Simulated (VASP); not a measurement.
Input of a VASP 6.6.1 run:

File INCAR:

```
SYSTEM = H
PREC = Accurate ; ENCUT = 520
EDIFF = 1E-6 ; ISMEAR = 0
SIGMA = 0.02 ; LREAL = .False.
LASPH = .True. ; NELM = 100
ALGO = Normal ; ISIF = 2
LWAVE = .False. ; LCHARG = .False.
GGA = PE ; NBANDS = 10
```

Contents of KPOINTS:

```
Automatic mesh
0
Gamma
  6 6 6
  0 0 0
```

POSCAR

```
H
1.0
    3.5613996778      0.0000000000      0.0000000000
    0.0000000000      3.5613996778      0.0000000000
    0.0000000000      0.0000000000      4.6808878830
H
4
Direct
    0.0000000000      0.0000000000      0.9201505568
    0.0000000000      0.0000000000      0.0798494432
    0.5000000000      0.5000000000      0.4201505568
    0.5000000000      0.5000000000      0.5798494432
```

Potentials or basis: VASP PAW PBE potentials, release 64 (H).

Launch:

```console
$ cat potpaw_PBE.64/H/POTCAR > POTCAR
$ mpirun -np 1 vasp_std > vasp.out
```

Question: Predict the largest force.

Answer: 0.096 eV/Å.

Question: Predict the pressure.

Answer: 0.0 GPa.

Question: What does it give for the band gap on the k mesh?

Answer: 9.33 eV.

Forces in eV/Å, atoms in the order of the input:
```
H    0.000  0.000 -0.096
H    0.000  0.000  0.096
H    0.000  0.000 -0.096
H    0.000  0.000  0.096
```

Caveat: the cell differs from its parent crystal (biaxial strain in the a-b plane: -4.0 %); this functional lacks dispersion, which holds the molecules together, so the pressure and a relaxed volume are unreliable. A k mesh can miss the band edges.
